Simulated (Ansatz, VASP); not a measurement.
# Ti: VASP beside Ansatz

File INCAR:

```
ALGO = Fast ; EDIFF = 1E-7
ENCUT = 520 ; GGA = PE
ISIF = 2 ; ISMEAR = 0
LASPH = True ; LCHARG = False
LREAL = False ; LWAVE = False
NBANDS = 12 ; NELM = 100
PREC = Accurate ; SIGMA = 0.1
```

Contents of KPOINTS:

```
k-points
0
Gamma
  18 18 18
```

The input POSCAR:

```
Ti
1.0
    0.0000000000      1.9761441000      1.9761441000
    1.9761441000      0.0000000000      1.9761441000
    1.9761441000      1.9761441000      0.0000000000
Ti
1
Direct
    0.0000000000      0.0000000000      0.0000000000
```

Input for Ansatz:

```yaml
crystal:
  lattice:
    - [0.0, 1.9761441, 1.9761441]
    - [1.9761441, 0.0, 1.9761441]
    - [1.9761441, 1.9761441, 0.0]
  atoms:
    - { symbol: Ti, position: [0.0, 0.0, 0.0] }
basis:
  ecutwfc: 420
kpoints:
  mp_grid: { grid: [18, 18, 18] }
hamiltonian:
  xc: pbe
scf:
  occupations: { method: gaussian, width: 0.1 }
output:
  forces: true
  stress: true
  eigenvalues: true
```

Alike in both runs: task single point; functional PBE; k mesh 18 × 18 × 18; occupations gaussian, width 0.1 eV; no spin polarisation.

|  | VASP | Ansatz |
| --- | --- | --- |
| version | VASP 6.6.1 | Ansatz 0.2.0 |
| potentials or method | VASP PAW PBE potentials, release 64 (Ti_sv), cutoff 520 eV | scalar-relativistic, plane waves, PAW |
| valence electrons in the cell | 12 | 12 |

```csv
,VASP,Ansatz,Ansatz less VASP
gap on the k mesh at the Fermi level (eV),none,none,-
pressure (GPa),15.1,15.6,+0.42
```

A gap of «none» marks a metal or a gap that the smearing closes. With one functional, cell and mesh, what is left measures potentials, basis and numerics.
